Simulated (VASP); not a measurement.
Te, 3 atoms in the cell. It takes space group P3_121 (No. 152, trigonal). The conventional cell has a = 4.632 Å, b = 4.632 Å, c = 5.887 Å, α = 90.00°, β = 90.00°, γ = 120.00°. Te (site symmetry 2) has 6 Te at 2.83 to 3.62 Å within 3.7 Å. 

| Quantity | Value |
| --- | --- |
| Program | VASP 6.6.1 |
| Task | single point |
| Functional | r2SCAN |
| Potentials or basis | VASP PAW PBE potentials, release 64 (Te) |
| Cutoff | 550 eV |
| k mesh | 8 × 8 × 6 |
| Occupations | fermi-dirac, width 0.6 eV |
| Spin | no spin polarisation |
| Dipole correction | no |
| Further INCAR settings | ALGO = Normal; EDIFF = 1e-06; NBANDS = 16 |

Potentials or basis: VASP PAW PBE potentials, release 64 (Te).

The run is started by

```bash
$ cat potpaw_PBE.64/Te/POTCAR > POTCAR
$ cp INCAR.step1 INCAR
$ mpirun -np 1 vasp_std > vasp.out
$ cp INCAR.step2 INCAR
$ mpirun -np 1 vasp_std > vasp.out
```

Hardware: 1 thread of Intel(R) Xeon(R) Platinum 8488C (Sapphire Rapids), on a shared host.

Q: Estimate the wall time of this run.

A: Wall time 3.8 min on 1 thread of Intel(R) Xeon(R) Platinum 8488C (Sapphire Rapids), with other jobs on the host, peak memory 0.29 GiB. Counts: k points 50.
